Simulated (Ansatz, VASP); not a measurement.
Mo in VASP and in Ansatz

```
Mo
1.0
     2.73551    0.00000    0.00000
    -1.36776    2.19134    0.00000
     0.00000    0.00000    2.55518
Mo
1
Direct
  0.00000 0.00000 0.50000
```

Change from the starting cell: strain -0.0750 x Voigt [0, 1, 0, 0, 0, 0], atoms carried along.

Alike in both runs: task single point; functional PBEsol; k mesh 18 × 18 × 18; occupations gaussian, width 0.15 eV; no spin polarisation.

|  | VASP | Ansatz |
| --- | --- | --- |
| version | VASP 6.6.1 | Ansatz 0.2.0 |
| potentials or method | VASP PAW PBE potentials, release 64 (Mo_sv), cutoff 520 eV | scalar-relativistic, plane waves, PAW |
| valence electrons in the cell | 14 | 14 |

|  | VASP | Ansatz | Ansatz less VASP |
| --- | --- | --- | --- |
| gap on the k mesh at the Fermi level (eV) | none | none | - |
| pressure (GPa) | 17.7 | 17.0 | -0.71 |
| traceless stress, the component that is largest in VASP (GPa) | -18.02 | -18.00 | +0.016 |

VASP's potentials were made for PBE, not for PBEsol. A gap of «none» marks a metal or a gap that the smearing closes.
